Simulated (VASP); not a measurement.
Write the native input for VASP 6.6.1 that does the following.

```
Task                   : relaxation of cell and atoms
Functional             : PBE
Potentials or basis    : VASP PAW PBE potentials, release 64 (Lu)
Cutoff                 : 600 eV
k mesh                 : 13 × 13 × 7
Occupations            : fermi-dirac, width 0.08 eV
Spin                   : no spin polarisation
Target pressure        : -0.54 GPa
Dipole correction      : no
Further INCAR settings : ALGO = Normal; EDIFF = 1e-07; IBRION = 2; EDIFFG = -0.005; NSW = 60; ISIF = 3
```

The structure of Lu lies in POSCAR:

```
Lu
1.0
    3.4740061080      0.0000000000      0.0000000000
   -1.7370030540      3.0085775425      0.0000000000
    0.0000000000      0.0000000000      5.6278898950
Lu
2
Direct
    0.3333333333      0.6666666667      0.2500000000
    0.6666666667      0.3333333333      0.7500000000
```

These files were run (other wordings do the same):

INCAR

```
ALGO = Normal
EDIFF = 1E-7
EDIFFG = -0.005
ENCUT = 600
GGA = PE
IBRION = 2
ISIF = 3
ISMEAR = -1
LASPH = True
LCHARG = False
LREAL = False
LWAVE = False
NELM = 80
NSW = 60
PREC = Accurate
PSTRESS = -5.4
SIGMA = 0.08
```

KPOINTS

```
k-points
0
Gamma
  13 13 7
```

Potentials or basis: VASP PAW PBE potentials, release 64 (Lu).

Launch:

```sh
$ cat potpaw_PBE.64/Lu/POTCAR > POTCAR
$ mpirun -np 1 vasp_std > vasp.out
```

Results of the run:

| Item | Value |
| --- | --- |
| Relaxed volume | 29.63 Å³/atom |
| Relaxed cell | a = 3.526 Å, b = 3.526 Å, c = 5.505 Å, α = 90.00°, β = 90.00°, γ = 120.00° |
| Space group after relaxing (to 0.1 Å) | P6_3/mmc (No. 194) |
| Energy change on relaxing (the run minimises the enthalpy) | -5.2 meV/atom |
| Ionic steps | 6 |
| Pressure after relaxing | -0.5 GPa |
| Band gap on the k mesh | zero (bands 25 and 26 overlap by 1.60 eV) |

Caveat: the cell is relaxed towards a set pressure, so the run minimises the enthalpy, not the energy; spin-orbit coupling is left out, which moves the levels of the heavy elements.

Wall time 13 min on 1 thread of Intel(R) Xeon(R) Platinum 8488C (Sapphire Rapids), on a shared host, peak memory 0.31 GiB.
